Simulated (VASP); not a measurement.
# TePb: single point with PBE

Crystal: TePb.

```xyz
4
Lattice="4.6167 0.0000 0.0000 -2.3084 3.9982 0.0000 0.0000 0.0000 8.0365" Properties=species:S:1:pos:R:3 pbc="T T T"
Pb    0.0000    0.0000    0.0000
Pb    0.0000    0.0000    4.0182
Te    0.0000    2.6655    2.0091
Te    2.3084    1.3327    6.0274
```

This cell differs from its parent crystal: volume changed by +3%.

```
Program                : VASP 6.6.1
Task                   : single point
Functional             : PBE
Potentials or basis    : VASP PAW PBE potentials, release 64 (Pb_d, Te)
Cutoff                 : 520 eV
k mesh                 : 6 × 6 × 4
Occupations            : fermi-dirac, width 0.02 eV
Spin                   : no spin polarisation
Dipole correction      : no
Further INCAR settings : ALGO = Normal; EDIFF = 1e-07; NBANDS = 28
```

```json
{
 "Pressure": "-1.1 GPa",
 "Band gap on the k mesh": "0.15 eV, indirect (least direct gap 0.29 eV)"
}
```

Stress tensor (GPa, compression positive):
```
-1.02  0.00  0.00
 0.00 -1.02  0.00
 0.00  0.00 -1.22
```

Levels at points of the mesh, in eV from the valence-band top:
```csv
k point,band 18,band 19,band 20,band 21,band 22,band 23
"(0.00, 0.00, 0.00)",-0.98,-0.98,-0.15,0.15,2.00,2.00
"(0.50, 0.00, 0.00)",-1.12,-1.11,-0.96,0.27,0.99,2.01
"(0.00, 0.00, 0.50)",-1.23,-1.23,-1.23,2.06,2.06,2.10
"(0.50, 0.00, 0.50)",-2.34,-2.10,-2.10,2.05,2.05,2.70
```

Run time: 52 s on 1 thread of Intel(R) Xeon(R) 6975P-C (Granite Rapids) (shared host), peak memory 0.29 GiB.

Caveat: spin-orbit coupling is left out, which moves the levels of the heavy elements. A k mesh can miss the band edges.
